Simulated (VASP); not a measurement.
Write the native input for VASP 6.6.1 that does the following.

| Item | Value |
| --- | --- |
| Task | single point |
| Functional | PBE |
| Potentials or basis | VASP PAW PBE potentials, release 64 (Sn_d, O_h) |
| Cutoff | 1340 eV |
| k mesh | 6 × 6 × 6 |
| Occupations | fermi-dirac, width 0.02 eV |
| Spin | no spin polarisation |
| Dipole correction | no |
| Further INCAR settings | ALGO = Normal; EDIFF = 1e-06; NBANDS = 28 |

The structure of SnO lies in POSCAR:

```
SnO
1.0
    3.7925880617      0.0000000000      0.0000000000
    0.0000000000      3.7925880617      0.0000000000
    0.0000000000      0.0000000000      4.7583872278
Sn O
2 2
Direct
    0.0000000000      0.5000000000      0.2410331232
    0.5000000000      0.0000000000      0.7589668768
    0.5000000000      0.5000000000      0.0000000000
    0.0000000000      0.0000000000      0.0000000000
```

One way to write it, as run:

INCAR

```
PREC     = Accurate       # precision mode
ENCUT    = 1340           # plane-wave cutoff, eV
EDIFF    = 1E-6           # SCF threshold, eV
ISMEAR   = -1             # smearing method
SIGMA    = 0.02           # smearing width, eV
LREAL    = False          # projectors in reciprocal space
LASPH    = True           # aspherical terms in the spheres
NELM     = 120            # most SCF steps
ALGO     = Normal         # electronic algorithm
ISIF     = 2              # what is computed and relaxed
LWAVE    = False          # write WAVECAR
LCHARG   = False          # write CHGCAR
GGA      = PE             # functional
NBANDS   = 28             # bands
GGA_COMPAT= False
```

KPOINTS

```
Automatic mesh
0
Gamma
  6 6 6
```

Potentials or basis: VASP PAW PBE potentials, release 64 (Sn_d, O_h).

Launch:

```sh
$ cat potpaw_PBE.64/Sn_d/POTCAR potpaw_PBE.64/O_h/POTCAR > POTCAR
$ mpirun -np 1 vasp_std > vasp.out
```

Results of the run:

| Quantity | Value |
| --- | --- |
| Pressure | 5.6 GPa |
| Largest force | 0.574 eV/Å |
| Band gap on the k mesh | zero (bands 20 and 21 overlap by 0.06 eV) |

Caveat: the cell stands under pressure; semilocal functionals underestimate gaps, and a narrow one can read as zero; spin-orbit coupling is left out, which moves the levels of the heavy elements.

It took 3.6 min on 1 thread of Intel(R) Xeon(R) Platinum 8375C CPU @ 2.90GHz (Ice Lake) (shared host), peak memory 0.5 GiB.
